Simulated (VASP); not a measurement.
PdRh:

```
Pd Rh
1.0
     1.37922    0.79629    4.49525
    -1.37922    0.79629    4.49525
     0.00000   -1.59258    4.49525
Pd Rh
1 1
Direct
  0.00000 0.00000 0.00000
  0.50000 0.50000 0.50000
```

```yaml
Program: VASP 6.6.1
Task: relaxation of cell and atoms
Functional: PBEsol
Potentials_or_basis: VASP PAW PBE potentials, release 64 (Pd, Rh_pv)
Cutoff: 600 eV
k_mesh: 17 × 17 × 17
Occupations: fermi-dirac, width 0.05 eV
Spin: no spin polarisation
```

At the start: pressure -12.1 GPa; volume 14.81 Å³/atom.

Q: How do energy, volume and symmetry change on relaxing?

A: Over 7 steps the energy falls by 32.6 meV/atom and the volume is 14.00 Å³/atom (-5.5 %); space group R-3m (No. 166, to 0.1 Å) before and after.

Step by step:
| step | energy change (eV) | largest force (eV/Å) | pressure (GPa) | volume (Å³) |
| --- | --- | --- | --- | --- |
| 1 | 0.0000 | 0.0000 | -12.09 | 29.62 |
| 2 | 0.2300 | 0.0000 | 36.41 | 25.08 |
| 3 | -0.0651 | 0.0000 | -0.50 | 28.05 |
| 4 | -0.0652 | 0.0000 | -0.08 | 28.00 |
| 5 | -0.0652 | 0.0000 | 0.20 | 27.97 |
| 6 | -0.0652 | 0.0000 | -0.33 | 28.03 |
| 7 | -0.0652 | 0.0000 | 0.01 | 27.99 |

Final structure:
```xyz
2
Lattice="1.3535 0.7814 4.4115 -1.3535 0.7814 4.4115 0.0000 -1.5628 4.4115" Properties=species:S:1:pos:R:3 pbc="T T T"
Pd    0.0000    0.0000    0.0000
Rh    0.0000    0.0000    6.6172
```

Caveat: the PAW data sets were made with another functional, which shifts forces and pressure a little.
